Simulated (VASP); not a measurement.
A run of VASP 6.6.1:

The input INCAR:

```
SYSTEM = CdS
  PREC = Accurate
  ENCUT = 520
  EDIFF = 1E-6
  ISMEAR = -1
  SIGMA = 0.05
  LREAL = .False.
  LASPH = .True.
  NELM = 100
  ALGO = Normal
  ISIF = 2
  LWAVE = .False.
  LCHARG = .False.
  GGA = B5
  ALDAX = 1.0
  AGGAX = 1.0
  AGGAC = 1.0
  ALDAC = 0.0
  IVDW = 13
  VDW_S6 = 1.0
  VDW_S8 = 2.34076671
  VDW_A1 = 0.44488865
  VDW_A2 = 4.0933009
  NBANDS = 16
```

KPOINTS

```
Automatic mesh
0
Gamma
  8 8 8
  0 0 0
```

File POSCAR:

```
CdS
1.0
    0.0000000000      2.8569628861      2.8569628861
    2.8569628861      0.0000000000      2.8569628861
    2.8569628861      2.8569628861      0.0000000000
Cd S
1 1
Direct
    0.0000000000      0.0000000000      0.0000000000
    0.7500000000      0.7500000000      0.7500000000
```

Potentials or basis: VASP PAW PBE potentials, release 64 (Cd, S).

Command:

```sh
$ cat potpaw_PBE.64/Cd/POTCAR potpaw_PBE.64/S/POTCAR > POTCAR
$ mpirun -np 1 vasp_std > vasp.out
```

Hardware: 1 thread of Intel Xeon 6975P-C, on a shared host.

Estimate the wall time of this run.

It took 76 s on 1 thread of Intel Xeon 6975P-C, on a shared host, peak memory 0.18 GiB. Counts: scf iterations 13, k points 29.
